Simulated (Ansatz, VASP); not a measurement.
**Tl in VASP and in Ansatz**

```xyz
2
Lattice="3.5024 0.0000 0.0000 -1.7512 3.0331 0.0000 0.0000 0.0000 5.3937" Properties=species:S:1:pos:R:3 pbc="T T T"
Tl    0.0000    2.0221    1.3484
Tl    1.7512    1.0110    4.0453
```

Alike in both runs: functional PBEsol; k mesh 15 × 15 × 8; occupations gaussian, width 0.1 eV; no spin polarisation.

Ansatz relaxed the structure, and its values are those at the end. VASP's run is a single point on that final structure, the one shown.

|  | VASP | Ansatz |
| --- | --- | --- |
| version | VASP 6.6.1 | Ansatz 0.2.0 |
| potentials or method | VASP PAW PBE potentials, release 64 (Tl_d), cutoff 520 eV | scalar-relativistic, plane waves, PAW |
| valence electrons in the cell | 26 | 26 |

VASP gave:

- gap on the k mesh at the Fermi level (eV): none
- pressure (GPa): -0.1

Task: Which values does Ansatz return?

Result: gap on the k mesh at the Fermi level (eV): none; pressure (GPa): 0.0.

VASP's potentials were made for PBE, not for PBEsol. A gap of «none» marks a metal or a gap that the smearing closes. With one functional, cell and mesh, what is left measures potentials, basis and numerics.

Neither program's run includes spin-orbit coupling.
